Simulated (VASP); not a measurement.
The system is AlB2Ru3.

```
Al B Ru
1.0
     3.00320    0.00000    0.00000
     0.00000    3.00320    0.00000
     0.00000    0.00000    9.50968
Al B Ru
1 2 3
Direct
  0.00000 0.00000 0.00000
  0.00000 0.00000 0.33344
  0.00000 0.00000 0.66656
  0.50000 0.50000 0.17872
  0.50000 0.50000 0.50000
  0.50000 0.50000 0.82128
```

| Property | Result |
| --- | --- |
| Program | VASP 6.6.1 |
| Task | relaxation of cell and atoms |
| Functional | PBE |
| Potentials or basis | VASP PAW PBE potentials, release 64 (Al, B, Ru_pv) |
| Cutoff | 600 eV |
| k mesh | 6 × 6 × 2 |
| Occupations | gaussian, width 0.1 eV |
| Spin | no spin polarisation |

At the start: pressure -38.7 GPa; volume 14.29 Å³/atom.

Task: Where does the relaxation end?

Result: Over 13 steps the energy falls by 606.9 meV/atom and the volume is 11.09 Å³/atom (-22.4 %); space group P4/mmm (No. 123, to 0.05 Å).

The path:
```tsv
step	energy change (eV)	largest force (eV/Å)	pressure (GPa)	volume (Å³)
1	0.0000	1.9579	-38.69	85.77
2	2.3097	0.4537	146.91	49.64
3	-3.2729	2.4268	-2.55	66.60
4	-3.2897	2.4102	0.80	65.77
5	-3.2914	2.3994	2.59	65.36
6	-3.5782	0.1175	5.32	65.09
7	-3.5790	0.2182	5.05	65.10
8	-3.6021	0.2841	-5.99	67.99
9	-3.6179	0.2114	-1.86	66.82
10	-3.6387	0.1655	-0.27	66.55
11	-3.6396	0.1502	0.09	66.50
12	-3.6397	0.1497	0.20	66.48
13	-3.6413	0.0351	0.17	66.56
```

Final structure:
```yaml
crystal:
  lattice:
    - [2.76633, 0.00000, 0.00000]
    - [0.00000, 2.76633, 0.00000]
    - [0.00000, 0.00000, 8.69808]
  atoms:
    - { symbol: Al, position: [0.00000, 0.00000, 0.00000] }
    - { symbol: B, position: [0.00000, 0.00000, 0.32914] }
    - { symbol: B, position: [0.00000, 0.00000, 0.67086] }
    - { symbol: Ru, position: [0.50000, 0.50000, 0.19975] }
    - { symbol: Ru, position: [0.50000, 0.50000, 0.50000] }
    - { symbol: Ru, position: [0.50000, 0.50000, 0.80025] }
```

Caveat: the volume moved by over 15 % at a fixed basis, so the end points are rough.
